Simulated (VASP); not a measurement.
A run of VASP 6.6.1 is set up as follows.

The input INCAR:

```
SYSTEM = Cr
PREC = Accurate ; ENCUT = 520
EDIFF = 1E-7 ; ISMEAR = 1
SIGMA = 0.1 ; LREAL = .FALSE.
LASPH = .TRUE. ; NELM = 60
ALGO = Normal ; ISIF = 2
LWAVE = .FALSE. ; LCHARG = .FALSE.
GGA = PE ; NBANDS = 12
```

KPOINTS

```
Automatic mesh
0
G
  15 15 15
  0 0 0
```

The input POSCAR:

```
Cr
1.0
   -1.4243177237      1.4243177237      1.4243177237
    1.4243177237     -1.4243177237      1.4243177237
    1.4243177237      1.4243177237     -1.4243177237
Cr
1
Direct
    0.0000000000      0.0000000000      0.0000000000
```

Potentials or basis: VASP PAW PBE potentials, release 64 (Cr_pv).

Command:

```console
$ cat potpaw_PBE.64/Cr_pv/POTCAR > POTCAR
$ mpirun -np 1 vasp_std > vasp.out
```

**Question.** Estimate the band gap on the k mesh.

**Answer.** Zero (band 6 reaches 13.29 eV, above the bottom of band 7 at 10.07 eV).

**Question.** What does it give for the pressure?

**Answer.** -0.8 GPa.

Caveat: the run has no spin polarisation, though such a crystal can be magnetic. Spin polarisation is off, so any magnetic state and its effect on volume and gap are missing.
